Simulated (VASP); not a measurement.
# Cu (I4_1/amd) in VASP: notebook, part 2 of 2

VASP 6.6.1.

## 4. Single point, PBE

The input, INCAR:

```
SYSTEM = Cu
PREC     = Accurate       ! precision mode
ENCUT    = 520            ! plane-wave cutoff, eV
EDIFF    = 1E-7           ! SCF threshold, eV
ISMEAR   = -1             ! smearing method
SIGMA    = 0.05           ! smearing width, eV
LREAL    = .False.        ! projectors in reciprocal space
LASPH    = .True.         ! aspherical terms in the spheres
NELM     = 100            ! most SCF steps
ALGO     = Normal         ! electronic algorithm
ISIF     = 2              ! what is computed and relaxed
LWAVE    = .False.        ! write WAVECAR
LCHARG   = .False.        ! write CHGCAR
GGA      = PE             ! functional
NBANDS   = 18             ! bands
```

The input, KPOINTS:

```
regular mesh
0
Gamma
  20 20 20
  0 0 0
```

The input, POSCAR:

```
Cu
1.0
   -2.0293617069      2.0293617069      1.0788570805
    2.0293617069     -2.0293617069      1.0788570805
    2.0293617069      2.0293617069     -1.0788570805
Cu
2
Direct
   -0.3750000000     -0.1250000000     -0.2500000000
    0.3750000000      0.1250000000      0.2500000000
```

Potentials or basis: VASP PAW PBE potentials, release 64 (Cu).

Launch:

```sh
$ cat potpaw_PBE.64/Cu/POTCAR > POTCAR
$ mpirun -np 1 vasp_std > vasp.out
```

OUTCAR:

```text
SYSTEM = Cu
   PREC = Accurate
   ENCUT = 520
   EDIFF = 1E-7
   ISMEAR = -1
   LREAL = .False.
   LASPH = .True.
   NELM = 100
   ISIF = 2
   GGA = PE

 ion  position               nearest neighbor table
   1  0.625  0.875  0.750-   2 2.10   2 2.10   2 2.10   2 2.10   2 2.60   2 2.60   2 2.60   2 2.60

   2  0.375  0.125  0.250-   1 2.10   1 2.10   1 2.10   1 2.10   1 2.60   1 2.60   1 2.60   1 2.60

  LATTYP: Found a body centered tetragonal cell.
 ALAT       =     4.0587234138
 C/A-ratio  =     0.5316238484

  Lattice vectors:

 A1 = (  -2.0293617069,   2.0293617069,   1.0788570805)
 A2 = (   2.0293617069,  -2.0293617069,   1.0788570805)
 A3 = (   2.0293617069,   2.0293617069,  -1.0788570805)

Analysis of symmetry for initial positions (statically):
=====================================================================
 Subroutine PRICEL returns:
 Original cell was already a primitive cell.

 Routine SETGRP: Setting up the symmetry group for a
 body centered tetragonal supercell.

 Subroutine GETGRP returns: Found 16 space group operations
 (whereof  4 operations were pure point group operations)
 out of a pool of 16 trial point group operations.

The static configuration has the point symmetry C_2h.
 The point group associated with its full space group is D_4h.

Analysis of symmetry for dynamics (positions and initial velocities):
=====================================================================
 Subroutine PRICEL returns:
 Original cell was already a primitive cell.

 Routine SETGRP: Setting up the symmetry group for a
 body centered tetragonal supercell.

 Subroutine GETGRP returns: Found 16 space group operations
 (whereof  4 operations were pure point group operations)
 out of a pool of 16 trial point group operations.

The dynamic configuration has the point symmetry C_2h.
[... 106 lines left out ...]
   ISIF   =      2    stress and relaxation
   ISYM   =      2    0-nonsym 1-usesym 2-fastsym
   POTIM  = 0.5000    time-step for ionic-motion
   TEBEG  =    0.0;   TEEND  =   0.0 temperature during run
   PSTRESS=    0.0 pullay stress
   NELECT =      22.0000    total number of electrons
   NUPDOWN=      -1.0000    fix difference up-down
   EMIN   =  10.00;   EMAX   =-10.00  energy-range for DOS
   EFERMI =   0.00;   METHOD = LEGACY
   ISMEAR =    -1;   SIGMA  =   0.05  broadening in eV -4-tet -1-fermi 0-gaus
   EFERMI_NEDOS =   21; number of points for ismear=-14 and -15
   IALGO  =     38    algorithm
   IMIX   =      4    mixing-type and parameters
     AMIX     =   0.40;   BMIX     =  1.00
     AMIX_MAG =   1.60;   BMIX_MAG =  1.00
  volume/ion in A,a.u.               =       8.89        59.97
  Fermi-wavevector in a.u.,A,eV,Ry     =   1.757795  3.321750 42.039848  3.089842
  Thomas-Fermi vector in A             =   2.827079
   LORBIT       =      0    0 simple, 1 ext, 2 COOP (PROOUT), +10 PAW based schemes
   GGA     = PE    functional components
   LHFCALC =     F    Hartree Fock is set to
   AEXX    =    0.0000 exact exchange contribution
   IVDW    =     0    specifies the selected vdW correction
   LEPSILON=     F    determine dielectric tensor
   LRPA    =     F    only Hartree local field effects (RPA)
 non-spin polarized calculation
  energy-cutoff  :      520.00
  volume of cell :       17.77
 maximum number of plane-waves:       493
   NGX = 11   NGY = 11   NGZ = 11

 number of electron      21.9999974 magnetization

 Free energy of the ion-electron system (eV)
  ---------------------------------------------------
  ext. energy  EPLUGINS =         0.00000000
  ---------------------------------------------------
  free energy    TOTEN  =        -4.60405536 eV

  energy without entropy =       -4.60122154  energy(sigma->0) =       -4.60263845

 E-fermi :  11.7901     XC(G=0): -14.4084

 val. band max:       11.7852490970   @ k =   0.4000   0.2000   0.0000
 cond. band min:      11.8101767187   @ k =  -0.3000   0.3000   0.0000
 fundamental gap:      0.0249276217
 Fermi energy:        11.7901470692

 k-point     1 :       0.0000    0.0000    0.0000
  band No.  band energies     occupation
      1       0.0636      2.00000
      2       4.6267      2.00000
      3       5.8184      2.00000
      4       6.1300      2.00000
      5       6.6076      2.00000
      6       9.0427      2.00000
[... 481 lines left out ...]
      5       7.3195      2.00000
      6       7.5664      2.00000
[... 10 lines left out ...]
     17      30.2983      0.00000
     18      30.8624      0.00000

 [... further k-points ...]
[... 5 lines left out ...]
  --------------------------------------------------------------------------------------
  -------------------------------------------------------------------------------------
  Total       13.3433819     13.3433819     13.3723500      0.0000000      0.0000000     -0.0000000
  in kB     1202.9114738   1202.9114738   1205.5229663      0.0000000      0.0000000     -0.0000000
  external PRESSURE =    1203.7819713 kB  Pullay stress =       0.0000000 kB

 VOLUME and BASIS-vectors are now :
 -----------------------------------------------------------------------------
  energy-cutoff  :      520.00
  volume of cell :       17.77
      direct lattice vectors                 reciprocal lattice vectors
    -2.029361707  2.029361707  1.078857080     0.000000000  0.246382889  0.463453417
     2.029361707 -2.029361707  1.078857080     0.246382889  0.000000000  0.463453417
     2.029361707  2.029361707 -1.078857080     0.246382889  0.246382889  0.000000000

 POSITION                                       TOTAL-FORCE (eV/Angst)
 -----------------------------------------------------------------------------------
      2.02936      1.01468      0.80914         0.000000      0.000000      0.000000
     -0.00000      1.01468      0.26971        -0.000000     -0.000000     -0.000000
 -----------------------------------------------------------------------------------
    total drift:                               -0.000000      0.000000      0.000000

  FREE ENERGIE OF THE ION-ELECTRON SYSTEM (eV)
  ---------------------------------------------------
  free  energy   TOTEN  =        -4.6040553589 eV

  energy  without entropy=       -4.6012215438  energy(sigma->0) =       -4.60263845
```

Run time: 2.9 min. Hardware: 1 thread of AMD EPYC 7R43 (Zen 3), shared host; peak memory 0.24 GiB.

What came out:

```yaml
Free_energy: -4.6041 eV
Pressure: 120.4 GPa
Band_gap_on_the_k_mesh: zero (band 11 reaches 15.31 eV, above the bottom of band 12 at 9.24 eV)
```
